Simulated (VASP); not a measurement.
Here is a VASP 6.6.1 calculation.

Contents of INCAR:

```
SYSTEM = Al4N3
  ALGO = Normal
  EDIFF = 1E-6
  ENCUT = 520
  GGA = PE
  ISIF = 2
  ISMEAR = 0
  LASPH = .TRUE.
  LCHARG = .FALSE.
  LREAL = .FALSE.
  LWAVE = .FALSE.
  NBANDS = 22
  NELM = 60
  PREC = Accurate
  SIGMA = 0.1
```

The input KPOINTS:

```
k-points
0
G
  12 12 4
  0 0 0
```

The input POSCAR:

```
Al4N3
1.0
    3.0836081867      0.0000000000      0.0000000000
   -1.5418040933      2.6704830250      0.0000000000
    0.0000000000      0.0000000000      9.6948181106
Al N
4 3
Direct
    0.0000000000      0.0000000000      0.4963150524
    0.3333333333      0.6666666667      0.7607007798
    0.0000000000      0.0000000000      0.9793805668
    0.3333333333      0.6666666667      0.2380934633
    0.3333333333      0.6666666667      0.4331044421
    0.0000000000      0.0000000000      0.6915661184
    0.0000000000      0.0000000000      0.1758395772
```

Potentials or basis: VASP PAW PBE potentials, release 64 (Al, N).

Command:

```sh
$ cat potpaw_PBE.64/Al/POTCAR potpaw_PBE.64/N/POTCAR > POTCAR
$ mpirun -np 1 vasp_std > vasp.out
```

Problem. Estimate the pressure.

Solution. 4.6 GPa.

Problem. Estimate the largest force.

Solution. 0.012 eV/Å.

Forces in eV/Å, atoms in the order of the input:
```
Al   0.000  0.000  0.006
Al   0.000  0.000 -0.012
Al   0.000  0.000  0.007
Al   0.000  0.000  0.006
N    0.000  0.000 -0.004
N    0.000  0.000  0.000
N    0.000  0.000 -0.003
```
